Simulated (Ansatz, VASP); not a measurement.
## One calculation of Ru, two programs

The input INCAR:

```
SYSTEM = Ru
PREC = Accurate ; ENCUT = 500
EDIFF = 1E-6 ; ISMEAR = -1
SIGMA = 0.1 ; LREAL = .FALSE.
LASPH = .TRUE. ; NELM = 120
ALGO = Normal ; ISIF = 2
LWAVE = .FALSE. ; LCHARG = .TRUE.
GGA = PS ; LELF = .TRUE.
LVHAR = .TRUE. ; NBANDS = 21
GGA_COMPAT = .FALSE.
```

KPOINTS

```
Automatic mesh
0
G
  11 11 11
  0 0 0
```

File POSCAR:

```
Ru
1.0
    0.0000000000      2.6957717556      2.6957717556
    2.6957717556      0.0000000000      2.6957717556
    2.6957717556      2.6957717556      0.0000000000
Ru
2
Direct
    0.1250000000      0.1250000000      0.1250000000
    0.8750000000      0.8750000000      0.8750000000
```

Input for Ansatz:

```yaml
crystal:
  lattice:
    - [0.0, 2.6957717556, 2.6957717556]
    - [2.6957717556, 0.0, 2.6957717556]
    - [2.6957717556, 2.6957717556, 0.0]
  atoms:
    - { symbol: Ru, position: [0.125, 0.125, 0.125] }
    - { symbol: Ru, position: [0.875, 0.875, 0.875] }
hamiltonian:
  xc: pbesol
  pseudopotentials:
    kind: paw
    azcp:
      Ru: "pseudopotentials/Ru.paw.azcp"
basis:
  ecutwfc: 420
  fft_grid_basis: typed
kpoints:
  mp_grid: { grid: [11, 11, 11], shift: [0, 0, 0] }
magnetization:
  spin_polarized: false
scf:
  occupations: { method: fermi_dirac, width: 0.1 }
  lower_state_search: "off"
output:
  stress: true
```

Alike in both runs: task single point; functional PBEsol; k mesh 11 × 11 × 11; occupations fermi-dirac, width 0.1 eV; no spin polarisation.

|  | VASP | Ansatz |
| --- | --- | --- |
| version | VASP 6.6.1 | Ansatz 0.2.0 |
| potentials or method | VASP PAW PBE potentials, release 64 (Ru_pv), cutoff 500 eV | plane waves (420 eV) with PAW, scalar-relativistic |
| valence electrons in the cell | 28 | 32 |

|  | VASP | Ansatz | Ansatz less VASP |
| --- | --- | --- | --- |
| pressure (GPa) | 0.3 | 0.0 | -0.29 |

VASP's potentials were made for PBE, not for PBEsol, and Ansatz warns of the same on its side. VASP's potentials hold 28 valence electrons a cell and Ansatz's 32, so a difference there can come from the potentials and not from the codes.
